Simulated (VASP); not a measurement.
**Si7Ge: single point with r2SCAN**

The system is Si7Ge.

```
Si Ge
1.0
     5.46797    0.00000    0.00000
     0.00000    5.46797    0.00000
     0.00000    0.00000    5.74137
Si Ge
7 1
Cartesian
  1.3803 1.3803 1.4493
  0.0000 2.7340 2.8707
  2.7340 2.7340 0.0000
  2.7340 0.0000 2.8707
  4.0877 1.3803 4.2921
  4.0877 4.0877 1.4493
  1.3803 4.0877 4.2921
  0.0000 0.0000 0.0000
```

This cell differs from its parent crystal: strain +0.000 along x and y, +0.050 along z.

```yaml
Program: VASP 6.6.1
Task: single point
Functional: r2SCAN
Potentials_or_basis: VASP PAW PBE potentials, release 64 (Si, Ge_d)
Cutoff: 520 eV
k_mesh: 6 × 6 × 6
Occupations: gaussian, width 0.05 eV
Spin: no spin polarisation
```

* Pressure: -4.3 GPa
* Largest force: 0.027 eV/Å
* Band gap on the k mesh: 0.51 eV, direct

Forces on the atoms (eV/Å):
```
Si   0.019  0.019  0.007
Si   0.000  0.000  0.000
Si   0.000  0.000  0.000
Si   0.000  0.000  0.000
Si  -0.019  0.019 -0.007
Si  -0.019 -0.019  0.007
Si   0.019 -0.019 -0.007
Ge   0.000  0.000  0.000
```

Stress tensor (GPa, compression positive):
```
-2.53  0.00  0.00
 0.00 -2.53  0.00
 0.00  0.00 -7.90
```

Levels at points of the mesh, in eV from the valence-band top:
```tsv
k point	band 17	band 18	band 19	band 20	band 21	band 22	band 23	band 24	band 25	band 26
(0.00, 0.00, 0.00)	-2.77	-2.77	-0.38	0.00	0.00	0.51	0.81	0.81	0.89	1.20
(0.50, 0.00, 0.00)	-3.62	-2.24	-2.17	-2.07	-2.00	1.02	1.18	3.27	3.29	4.54
(0.50, 0.50, 0.00)	-3.98	-1.36	-1.25	-1.15	-1.15	2.75	2.75	2.79	3.02	4.76
(0.00, 0.00, 0.50)	-3.86	-1.90	-1.90	-1.77	-1.77	1.42	1.59	3.26	3.29	4.06
(0.50, 0.00, 0.50)	-3.71	-1.75	-1.63	-1.56	-1.55	2.27	2.28	2.32	2.53	4.61
(0.50, 0.50, 0.50)	-1.49	-1.24	-1.19	-1.04	-1.04	0.97	1.35	1.43	1.43	3.31
```

It took 20 min on 1 thread of Intel(R) Xeon(R) Platinum 8488C (Sapphire Rapids) (shared host), peak memory 0.41 GiB.

Caveat: the cell differs from its parent crystal (strain +0.000 along x and y, +0.050 along z); the PAW data sets were made with another functional, which shifts forces and pressure a little. A k mesh can miss the band edges.
